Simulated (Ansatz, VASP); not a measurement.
# One calculation of In2SbSe3, two programs

```
CELL_PARAMETERS angstrom
3.86751 2.23291 3.42042
-3.86751 2.23291 3.42042
0.00000 -4.46582 3.42042
ATOMIC_POSITIONS crystal
In 0.84953 0.84953 0.84953
In 0.15047 0.15047 0.15047
Sb 0.50000 0.50000 0.50000
Se 0.50000 0.00000 0.50000
Se 0.50000 0.50000 0.00000
Se 0.00000 0.50000 0.50000
```

Change from the starting cell: species swapped into the Sm2GeRh3 type (R-3m, No. 166).

Alike in both runs: task relaxation of cell and atoms; functional PBE; k mesh 6 × 6 × 6; occupations gaussian, width 0.1 eV; no spin polarisation.

|  | VASP | Ansatz |
| --- | --- | --- |
| version | VASP 6.6.1 | Ansatz 0.2.0 |
| potentials or method | VASP PAW PBE potentials, release 64 (In_d, Sb, Se), cutoff 600 eV | scalar-relativistic, plane waves, PAW |
| valence electrons in the cell | 49 | 89 |

```tsv
	VASP	Ansatz	Ansatz less VASP
gap on the k mesh at the Fermi level, each at its own relaxed structure (eV)	none	none	-
relaxed volume (Å³/atom)	29.54	29.54	0.000
relaxed length of the cell vector where the two differ most in proportion (Å)	5.625	5.625	0.0000
```

A gap of «none» marks a metal or a gap that the smearing closes. VASP's potentials hold 49 valence electrons a cell and Ansatz's 89, so a difference there can come from the potentials and not from the codes.

Spin-orbit coupling is off throughout. Noted on VASP's run: the relaxation stopped at its first step, so nothing moved.
